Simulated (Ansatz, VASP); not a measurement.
## AlN in VASP and in Ansatz

The input INCAR:

```
SYSTEM = AlN
  PREC = Accurate
  ENCUT = 520
  EDIFF = 1E-7
  ISMEAR = 0
  SIGMA = 0.05
  LREAL = .False.
  LASPH = .True.
  NELM = 80
  ALGO = Normal
  ISIF = 2
  LWAVE = .False.
  LCHARG = .False.
  GGA = PS
  NBANDS = 16
```

KPOINTS

```
Automatic mesh
0
Gamma
  9 9 6
  0 0 0
```

Contents of POSCAR:

```
AlN
1.0
    3.4405297792      0.0000000000      0.0000000000
   -1.7202648896      2.9795861913      0.0000000000
    0.0000000000      0.0000000000      4.1781793639
Al N
2 2
Direct
    0.3333333333      0.6666666667      0.7500000000
    0.6666666667      0.3333333333      0.2500000000
    0.3333333333      0.6666666667      0.2500000000
    0.6666666667      0.3333333333      0.7500000000
```

Input for Ansatz:

```yaml
crystal:
  lattice:
    - [3.4405297792, 0.0, 0.0]
    - [-1.7202648896, 2.9795861913, 0.0]
    - [0.0, 0.0, 4.1781793639]
  atoms:
    - { symbol: Al, position: [0.3333333333, 0.6666666667, 0.75] }
    - { symbol: Al, position: [0.6666666667, 0.3333333333, 0.25] }
    - { symbol: "N", position: [0.3333333333, 0.6666666667, 0.25] }
    - { symbol: "N", position: [0.6666666667, 0.3333333333, 0.75] }
basis:
  ecutwfc: 520.0
kpoints:
  mp_grid: { grid: [9, 9, 6] }
hamiltonian:
  xc: pbesol
  pseudopotentials: { kind: paw, azcp: { folder: soft_1 } }
scf:
  occupations: { method: gaussian, width: 0.05 }
output:
  forces: true
  stress: true
  eigenvalues: true
```

Alike in both runs: task single point; functional PBEsol; k mesh 9 × 9 × 6; occupations gaussian, width 0.05 eV; no spin polarisation.

|  | VASP | Ansatz |
| --- | --- | --- |
| version | VASP 6.6.1 | Ansatz 0.2.0 |
| potentials or method | VASP PAW PBE potentials, release 64 (Al, N), cutoff 520 eV | scalar-relativistic, plane waves, PAW |
| valence electrons in the cell | 16 | 16 |

Ansatz gave:

| Item | Value |
| --- | --- |
| gap on the k mesh at the Fermi level (eV) | 2.78 |
| least direct gap on the mesh (eV) | 2.78 |
| pressure (GPa) | -16.8 |
| traceless stress, the component that is largest in VASP (GPa) | 4.09 |

What did VASP give for the same quantities?

gap on the k mesh at the Fermi level (eV): 2.78; least direct gap on the mesh (eV): 2.78; pressure (GPa): -16.8; traceless stress, the component that is largest in VASP (GPa): 4.12.

VASP's potentials were made for PBE, not for PBEsol, and Ansatz warns of the same on its side.
